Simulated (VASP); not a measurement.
# TiC (Fm-3m) in VASP: notebook

Aim: see how the results for TiC move with the level of theory and the settings. Levels: r2SCAN, PBEsol+U. Tasks: single point.

Everything below comes from runs of VASP 6.6.1. Logs are shortened: lines on timing, memory, paths and dates and some standing lists are left out, and cuts for length are marked.

### Step 1. The cell of the first run

Symmetry: Fm-3m, No. 225, cubic system. Conventional cell: a = 4.328 Å, b = 4.328 Å, c = 4.328 Å, α = 90.00°, β = 90.00°, γ = 90.00°. Ti (site symmetry m-3m) has 6 C at 2.16 Å within 2.9 Å. Within 2.9 Å of C (site symmetry m-3m) lie 6 Ti at 2.16 Å.

### Step 2. Single point, r2SCAN

File POSCAR:

```
TiC
1.0
    0.0000000000      2.1639169647      2.1639169647
    2.1639169647      0.0000000000      2.1639169647
    2.1639169647      2.1639169647      0.0000000000
Ti C
1 1
Direct
    0.0000000000      0.0000000000      0.0000000000
    0.5000000000      0.5000000000      0.5000000000
```

File INCAR.step1:

```
SYSTEM = TiC
ALGO = Normal ; EDIFF = 1E-5
ENCUT = 910 ; GGA = PE
GGA_COMPAT = .False. ; ISMEAR = -1
LASPH = .True. ; LCHARG = .False.
LREAL = .False. ; LWAVE = .True.
NBANDS = 15 ; NELM = 120
PREC = Accurate ; SIGMA = 0.05
```

File INCAR.step2:

```
SYSTEM = TiC
ALGO = Normal ; EDIFF = 1E-6
ENCUT = 910 ; GGA_COMPAT = .False.
ISIF = 2 ; ISMEAR = -1
ISTART = 1 ; LASPH = .True.
LCHARG = .True. ; LELF = .True.
LMIXTAU = .True. ; LREAL = .False.
LVHAR = .True. ; LWAVE = .False.
METAGGA = R2SCAN ; NBANDS = 15
NELM = 120 ; PREC = Accurate
SIGMA = 0.05
```

File KPOINTS:

```
k-points
0
Gamma
  11 11 11
  0 0 0
```

Potentials or basis: VASP PAW PBE potentials, release 64 (Ti_sv, C_h).

Launch:

```
$ cat potpaw_PBE.64/Ti_sv/POTCAR potpaw_PBE.64/C_h/POTCAR > POTCAR
$ cp INCAR.step1 INCAR
$ mpirun -np 1 vasp_std > vasp.out
$ cp INCAR.step2 INCAR
$ mpirun -np 1 vasp_std > vasp.out
```

OUTCAR:

```text
SYSTEM = TiC
   EDIFF = 1E-6
   ENCUT = 910
   ISIF = 2
   ISMEAR = -1
   ISTART = 1
   LASPH = .True.
   LREAL = .False.
   METAGGA = R2SCAN
   NELM = 120
   PREC = Accurate

 ion  position               nearest neighbor table
   1  0.000  0.000  0.000-   2 2.16   2 2.16   2 2.16   2 2.16   2 2.16   2 2.16
   2  0.500  0.500  0.500-   1 2.16   1 2.16   1 2.16   1 2.16   1 2.16   1 2.16

  LATTYP: Found a face centered cubic cell.
 ALAT       =     4.3278339294

  Lattice vectors:

 A1 = (   0.0000000000,   2.1639169647,   2.1639169647)
 A2 = (   2.1639169647,   0.0000000000,   2.1639169647)
 A3 = (   2.1639169647,   2.1639169647,   0.0000000000)

Analysis of symmetry for initial positions (statically):
=====================================================================
 Subroutine PRICEL returns:
 Original cell was already a primitive cell.

 Routine SETGRP: Setting up the symmetry group for a
 face centered cubic supercell.

 Subroutine GETGRP returns: Found 48 space group operations
[... 9 lines left out ...]

 Routine SETGRP: Setting up the symmetry group for a
 face centered cubic supercell.

 Subroutine GETGRP returns: Found 48 space group operations
[... 11 lines left out ...]
                                     Primitive cell

  volume of cell :      20.2652

  direct lattice vectors                    reciprocal lattice vectors
     0.000000000  2.163916965  2.163916965    -0.231062471  0.231062471  0.231062471
     2.163916965  0.000000000  2.163916965     0.231062471 -0.231062471  0.231062471
     2.163916965  2.163916965  0.000000000     0.231062471  0.231062471 -0.231062471

  length of vectors
     3.060240719  3.060240719  3.060240719     0.400211939  0.400211939  0.400211939

  position of ions in fractional coordinates (direct lattice)
[... 8 lines left out ...]
----------------------------------------------------------------------------------------

 KPOINTS: k-points

Automatic generation of k-mesh.
 Grid dimensions read from file:
 generate k-points for:   11   11   11

 Generating k-lattice:

  Cartesian coordinates                     Fractional coordinates (reciprocal lattice)
    -0.021005679  0.021005679  0.021005679     0.090909091  0.000000000  0.000000000
     0.021005679 -0.021005679  0.021005679     0.000000000  0.090909091  0.000000000
     0.021005679  0.021005679 -0.021005679     0.000000000  0.000000000  0.090909091

  Length of vectors
     0.036382904  0.036382904  0.036382904

  Shift w.r.t. Gamma in fractional coordinates (k-lattice)
     0.000000000  0.000000000  0.000000000

 Subroutine IBZKPT returns following result:
 ===========================================

 Found     56 irreducible k-points:

 Following reciprocal coordinates:
[... 50 lines left out ...]
   ISIF   =      2    stress and relaxation
   ISYM   =      2    0-nonsym 1-usesym 2-fastsym
   POTIM  = 0.5000    time-step for ionic-motion
   TEBEG  =    0.0;   TEEND  =   0.0 temperature during run
   PSTRESS=    0.0 pullay stress
   NELECT =      16.0000    total number of electrons
   NUPDOWN=      -1.0000    fix difference up-down
   EMIN   =  10.00;   EMAX   =-10.00  energy-range for DOS
   EFERMI =   0.00;   METHOD = LEGACY
   ISMEAR =    -1;   SIGMA  =   0.05  broadening in eV -4-tet -1-fermi 0-gaus
   EFERMI_NEDOS =   21; number of points for ismear=-14 and -15
   IALGO  =     38    algorithm
   IMIX   =      4    mixing-type and parameters
     AMIX     =   0.40;   BMIX     =  1.00
     AMIX_MAG =   1.60;   BMIX_MAG =  1.00
  volume/ion in A,a.u.               =      10.13        68.38
  Fermi-wavevector in a.u.,A,eV,Ry     =   1.513088  2.859322 31.149665  2.289436
  Thomas-Fermi vector in A             =   2.622926
   LORBIT       =      0    0 simple, 1 ext, 2 COOP (PROOUT), +10 PAW based schemes
   METAGGA = R2SCAN    functional components
   LHFCALC =     F    Hartree Fock is set to
   AEXX    =    0.0000 exact exchange contribution
   IVDW    =     0    specifies the selected vdW correction
   LEPSILON=     F    determine dielectric tensor
   LRPA    =     F    only Hartree local field effects (RPA)
 non-spin polarized calculation
  energy-cutoff  :      910.00
  volume of cell :       20.27
 maximum number of plane-waves:      1295
 NGX is ok and might be reduce to    30
   NGX = 15   NGY = 15   NGZ = 15

 number of electron      15.9999999 magnetization

 Free energy of the ion-electron system (eV)
  ---------------------------------------------------
  ext. energy  EPLUGINS =         0.00000000
  ---------------------------------------------------
  free energy    TOTEN  =       -24.87947847 eV

  energy without entropy =      -24.87704494  energy(sigma->0) =      -24.87826170

 E-fermi :   9.9365     XC(G=0): -13.6067

 val. band max:        9.9037960939   @ k =   0.1818   0.1818   0.0000
 cond. band min:       9.9793263580   @ k =   0.0909   0.0000   0.0000
 fundamental gap:      0.0755302641
 Fermi energy:         9.9365420252

 k-point     1 :       0.0000    0.0000    0.0000
  band No.  band energies     occupation
      1     -49.1133      2.00000
      2     -24.0909      2.00000
      3     -24.0909      2.00000
      4     -24.0909      2.00000
      5      -3.3585      2.00000
      6      10.7226      0.00000
      7      10.7226      0.00000
      8      10.7226      0.00000
      9      11.5262      0.00000
     10      11.5262      0.00000
     11      11.5262      0.00000
     12      11.5803      0.00000
     13      11.5803      0.00000
     14      21.0904      0.00000
[... 401 lines left out ...]
      2     -24.3747      2.00000
      3     -24.2013      2.00000
      4     -24.1097      2.00000
      5      -1.6007      2.00000
      6       6.3833      2.00000
      7       7.4691      2.00000
      8       7.8547      2.00000
      9      11.6116      0.00000
     10      12.6697      0.00000
     11      13.6394      0.00000
     12      14.4251      0.00000
     13      17.4359      0.00000
     14      22.4055      0.00000
     15      23.9808      0.00000

 [... further k-points ...]
[... 5 lines left out ...]
  --------------------------------------------------------------------------------------
  -------------------------------------------------------------------------------------
  Total        0.1044629      0.1044629      0.1044629      0.0000000      0.0000000     -0.0000000
  in kB        8.2588730      8.2588730      8.2588730      0.0000000      0.0000000     -0.0000000
  external PRESSURE =       8.2588730 kB  Pullay stress =       0.0000000 kB

 VOLUME and BASIS-vectors are now :
 -----------------------------------------------------------------------------
  energy-cutoff  :      910.00
  volume of cell :       20.27
      direct lattice vectors                 reciprocal lattice vectors
     0.000000000  2.163916965  2.163916965    -0.231062471  0.231062471  0.231062471
     2.163916965  0.000000000  2.163916965     0.231062471 -0.231062471  0.231062471
     2.163916965  2.163916965  0.000000000     0.231062471  0.231062471 -0.231062471

 POSITION                                       TOTAL-FORCE (eV/Angst)
 -----------------------------------------------------------------------------------
      0.00000      0.00000      0.00000         0.000000     -0.000000     -0.000000
      2.16392      2.16392      2.16392        -0.000000      0.000000      0.000000
 -----------------------------------------------------------------------------------
    total drift:                               -0.000000      0.000000      0.000000

  FREE ENERGIE OF THE ION-ELECTRON SYSTEM (eV)
  ---------------------------------------------------
  free  energy   TOTEN  =       -24.8794784693 eV

  energy  without entropy=      -24.8770449378  energy(sigma->0) =      -24.87826170
```

Wall time 71 s (1 thread of Intel Xeon 6975P-C (Granite Rapids), shared host); peak memory 0.2 GiB.

Results:

```yaml
Free_energy: -24.8795 eV
Pressure: 0.8 GPa
Band_gap_on_the_k_mesh: zero (band 8 reaches 10.72 eV, above the bottom of band 9 at 9.39 eV)
```

Caveat: the cutoff is under 1.25 times the usual one of these potentials, so pressure, stress and relaxed cells hold a basis-set (Pulay) error; the PAW data sets were made with another functional, which shifts forces and pressure a little.

### Step 3. Single point, PBEsol+U

This run uses another cell than the first one, of 10.16 Å³/atom, 1.003 times its volume.

File INCAR:

```
SYSTEM = TiC
PREC = Accurate
ENCUT = 910
EDIFF = 1E-6
ISMEAR = 0
SIGMA = 0.05
LREAL = .False.
LASPH = .True.
NELM = 200
ALGO = Normal
ISIF = 2
LWAVE = .False.
LCHARG = .False.
LMAXMIX = 4
LDAU = .True.
LDAUTYPE = 2
LDAUL = 2 -1
LDAUU = 4 0
LDAUJ = 0 0
LDAUPRINT = 1
GGA = PS
NBANDS = 15
GGA_COMPAT = .False.
```

File KPOINTS:

```
regular mesh
0
Gamma
  9 9 9
  0 0 0
```

File POSCAR:

```
TiC
1.0
    0.0000000000      2.1657188437      2.1657188437
    2.1657188437      0.0000000000      2.1657188437
    2.1657188437      2.1657188437      0.0000000000
Ti C
1 1
Direct
    0.0000000000      0.0000000000      0.0000000000
    0.5000000000      0.5000000000      0.5000000000
```

Potentials or basis: VASP PAW PBE potentials, release 64 (Ti_sv, C_h).

Launch:

```
$ cat potpaw_PBE.64/Ti_sv/POTCAR potpaw_PBE.64/C_h/POTCAR > POTCAR
$ mpirun -np 1 vasp_std > vasp.out
```

OUTCAR:

```text
SYSTEM = TiC
   PREC = Accurate
   ENCUT = 910
   EDIFF = 1E-6
   ISMEAR = 0
   LREAL = .False.
   LASPH = .True.
   NELM = 200
   ISIF = 2
   GGA = PS

 ion  position               nearest neighbor table
   1  0.000  0.000  0.000-   2 2.17   2 2.17   2 2.17   2 2.17   2 2.17   2 2.17
   2  0.500  0.500  0.500-   1 2.17   1 2.17   1 2.17   1 2.17   1 2.17   1 2.17

  LATTYP: Found a face centered cubic cell.
 ALAT       =     4.3314376874

  Lattice vectors:

 A1 = (   0.0000000000,   2.1657188437,   2.1657188437)
 A2 = (   2.1657188437,   0.0000000000,   2.1657188437)
 A3 = (   2.1657188437,   2.1657188437,   0.0000000000)

Analysis of symmetry for initial positions (statically):
=====================================================================
 Subroutine PRICEL returns:
 Original cell was already a primitive cell.

 Routine SETGRP: Setting up the symmetry group for a
 face centered cubic supercell.

 Subroutine GETGRP returns: Found 48 space group operations
[... 9 lines left out ...]

 Routine SETGRP: Setting up the symmetry group for a
 face centered cubic supercell.

 Subroutine GETGRP returns: Found 48 space group operations
[... 11 lines left out ...]
                                     Primitive cell

  volume of cell :      20.3159

  direct lattice vectors                    reciprocal lattice vectors
     0.000000000  2.165718844  2.165718844    -0.230870227  0.230870227  0.230870227
     2.165718844  0.000000000  2.165718844     0.230870227 -0.230870227  0.230870227
     2.165718844  2.165718844  0.000000000     0.230870227  0.230870227 -0.230870227

  length of vectors
     3.062788961  3.062788961  3.062788961     0.399878962  0.399878962  0.399878962

  position of ions in fractional coordinates (direct lattice)
[... 8 lines left out ...]
----------------------------------------------------------------------------------------

 KPOINTS: regular mesh

Automatic generation of k-mesh.
 Grid dimensions read from file:
 generate k-points for:    9    9    9
[... 136 lines left out ...]
  o =  0.2832  v =  0.0000 -0.0000  0.9998 -0.0000  0.0187  0.0000  0.0000  0.0000  0.0000  0.0000      0.0000  0.0000  0.0000  0.0000  0.0000  0.0000  0.0000  0.0000  0.0000  0.0000
  o =  0.2832  v =  0.0000  0.0000  0.0000  0.0000  0.0000  0.0000  0.0000 -0.0187 -0.0000  0.9998      0.0000  0.0000  0.0000  0.0000  0.0000  0.0000  0.0000  0.0000  0.0000  0.0000
  o =  0.2832  v =  0.0000  0.0000 -0.0187 -0.0000  0.9998  0.0000  0.0000  0.0000  0.0000  0.0000      0.0000  0.0000  0.0000  0.0000  0.0000  0.0000  0.0000  0.0000  0.0000  0.0000

 number of electron      15.9999999 magnetization

 Free energy of the ion-electron system (eV)
  ---------------------------------------------------
  ext. energy  EPLUGINS =         0.00000000
  ---------------------------------------------------
  free energy    TOTEN  =       -16.80715477 eV

  energy without entropy =      -16.80671640  energy(sigma->0) =      -16.80693559

 E-fermi :  10.0239     XC(G=0): -12.9076

 val. band max:       10.0017465960   @ k =   0.2222   0.2222   0.0000
 cond. band min:      10.3158726997   @ k =   0.1111   0.1111   0.0000
 fundamental gap:      0.3141261037
 Fermi energy:        10.0238599104

 k-point     1 :       0.0000    0.0000    0.0000
  band No.  band energies     occupation
      1     -47.2850      2.00000
      2     -23.3800      2.00000
      3     -23.3800      2.00000
      4     -23.3800      2.00000
      5      -2.5623      2.00000
      6      11.1822      0.00000
      7      11.1822      0.00000
      8      11.1822      0.00000
      9      11.6535      0.00000
     10      11.6535      0.00000
     11      11.6535      0.00000
     12      11.7368      0.00000
     13      11.7368      0.00000
     14      20.2890      0.00000
[... 401 lines left out ...]
      2     -23.7935      2.00000
      3     -23.5395      2.00000
      4     -23.5395      2.00000
      5      -0.0831      2.00000
      6       6.2116      2.00000
      7       8.7753      2.00000
      8       9.8146      2.00000
      9       9.8146      2.00000
     10      12.7069      0.00000
     11      14.1914      0.00000
     12      14.1914      0.00000
     13      15.9703      0.00000
     14      21.3775      0.00000
     15      24.9497      0.00000

 [... further k-points ...]
[... 5 lines left out ...]
  --------------------------------------------------------------------------------------
  -------------------------------------------------------------------------------------
  Total        0.6346170      0.6346170      0.6346170      0.0000000     -0.0000000     -0.0000000
  in kB       50.0479267     50.0479267     50.0479267      0.0000000     -0.0000000     -0.0000000
  external PRESSURE =      50.0479267 kB  Pullay stress =       0.0000000 kB

 VOLUME and BASIS-vectors are now :
 -----------------------------------------------------------------------------
  energy-cutoff  :      910.00
  volume of cell :       20.32
      direct lattice vectors                 reciprocal lattice vectors
     0.000000000  2.165718844  2.165718844    -0.230870227  0.230870227  0.230870227
     2.165718844  0.000000000  2.165718844     0.230870227 -0.230870227  0.230870227
     2.165718844  2.165718844  0.000000000     0.230870227  0.230870227 -0.230870227

 POSITION                                       TOTAL-FORCE (eV/Angst)
 -----------------------------------------------------------------------------------
      0.00000      0.00000      0.00000        -0.000000     -0.000000     -0.000000
      2.16572      2.16572      2.16572         0.000000      0.000000      0.000000
 -----------------------------------------------------------------------------------
    total drift:                               -0.000000      0.000000      0.000000

  FREE ENERGIE OF THE ION-ELECTRON SYSTEM (eV)
  ---------------------------------------------------
  free  energy   TOTEN  =       -16.8071547741 eV

  energy  without entropy=      -16.8067163995  energy(sigma->0) =      -16.80693559
```

stdout:

```text
POSCAR found type information on POSCAR TiC
 POSCAR found :  2 types and       2 ions
 scaLAPACK will be used
 -----------------------------------------------------------------------------
|                                                                             |
|                                                                             |
|     You enforced a specific xc type in the INCAR file but a different       |
|     I HOPE YOU KNOW WHAT YOU ARE DOING!                                     |
|                                                                             |
 -----------------------------------------------------------------------------

 LDA part: xc-table for (Slater+PW92), standard interpolation
 POSCAR, INCAR and KPOINTS ok, starting setup
 FFT: planning ... GRIDC
 FFT: planning ... GRID_SOFT
 FFT: planning ... GRID
 WAVECAR not read
 entering main loop
```

Run time: 40 s. Hardware: 1 thread of Intel Xeon Platinum 8488C (Sapphire Rapids), shared host; peak memory 0.18 GiB.

Results:

| Property | Result |
| --- | --- |
| Free energy | -16.8072 eV |
| Pressure | 5.0 GPa |
| Band gap on the k mesh | zero (band 8 reaches 11.18 eV, above the bottom of band 9 at 9.67 eV) |

Levels at points of the mesh, in eV from the Fermi level:
```
           k point  band 5  band 6  band 7  band 8  band 9  band 10  band 11  band 12
(0.00, 0.00, 0.00)  -12.59    1.16    1.16    1.16    1.63     1.63     1.63     1.71
```

Eigenvalues of the final occupation matrices:
```
    site  spin  trace               eigenvalues
site 1 d     1   0.92  0.12 0.12 0.12 0.28 0.28
site 1 d     2   0.92  0.12 0.12 0.12 0.28 0.28
```

Caveat: the cutoff is under 1.25 times the usual one of these potentials, so pressure, stress and relaxed cells hold a basis-set (Pulay) error; the PAW data sets were made with another functional, which shifts forces and pressure a little; U without spin polarisation on a metal has little footing; the U is typed as a test and isn't derived for this compound.

### Step 4. Single point, r2SCAN

This run uses another cell than the first one, of 9.55 Å³/atom, 0.942 times its volume.

File POSCAR:

```
TiC
1.0
    0.0000000000      2.1215080947      2.1215080947
    2.1215080947      0.0000000000      2.1215080947
    2.1215080947      2.1215080947      0.0000000000
Ti C
1 1
Direct
    0.0000000000      0.0000000000      0.0000000000
    0.5000000000      0.5000000000      0.5000000000
```

File INCAR.step1:

```
  PREC = Accurate
  ENCUT = 520
  ISMEAR = -1
  SIGMA = 0.05
  LREAL = F
  LASPH = T
  NELM = 80
  NBANDS = 15
  GGA = PE
  ALGO = Normal
  EDIFF = 1E-4
  LWAVE = T
  LCHARG = F
```

File INCAR.step2:

```
  PREC = Accurate
  ENCUT = 520
  EDIFF = 1E-6
  ISMEAR = -1
  SIGMA = 0.05
  LREAL = F
  LASPH = T
  NELM = 80
  ALGO = Normal
  ISIF = 2
  LWAVE = F
  LCHARG = T
  METAGGA = R2SCAN
  LMIXTAU = T
  LELF = T
  LVHAR = T
  NBANDS = 15
  ISTART = 1
```

File KPOINTS:

```
regular mesh
0
Gamma
  11 11 11
```

Potentials or basis: VASP PAW PBE potentials, release 64 (Ti_sv, C).

Launch:

```
$ cat potpaw_PBE.64/Ti_sv/POTCAR potpaw_PBE.64/C/POTCAR > POTCAR
$ cp INCAR.step1 INCAR
$ mpirun -np 1 vasp_std > vasp.out
$ cp INCAR.step2 INCAR
$ mpirun -np 1 vasp_std > vasp.out
```

Wall time 36 s (1 thread of AMD EPYC 7R13, shared host); peak memory 0.15 GiB.

The run converged. Its results:

```
Free energy            : -24.8001 eV
Pressure               : 18.6 GPa
Band gap on the k mesh : zero (band 8 reaches 11.12 eV, above the bottom of band 9 at 9.76 eV)
```

Levels at points of the mesh, in eV from the Fermi level:
| k point | band 4 | band 5 | band 6 | band 7 | band 8 | band 9 | band 10 | band 11 | band 12 | band 13 |
| --- | --- | --- | --- | --- | --- | --- | --- | --- | --- | --- |
| (0.00, 0.00, 0.00) | -33.80 | -13.57 | 0.82 | 0.82 | 0.82 | 1.67 | 1.67 | 1.67 | 1.78 | 1.78 |

Caveat: the PAW data sets were made with another functional, which shifts forces and pressure a little.

(Part 1 of 2 ends here.)
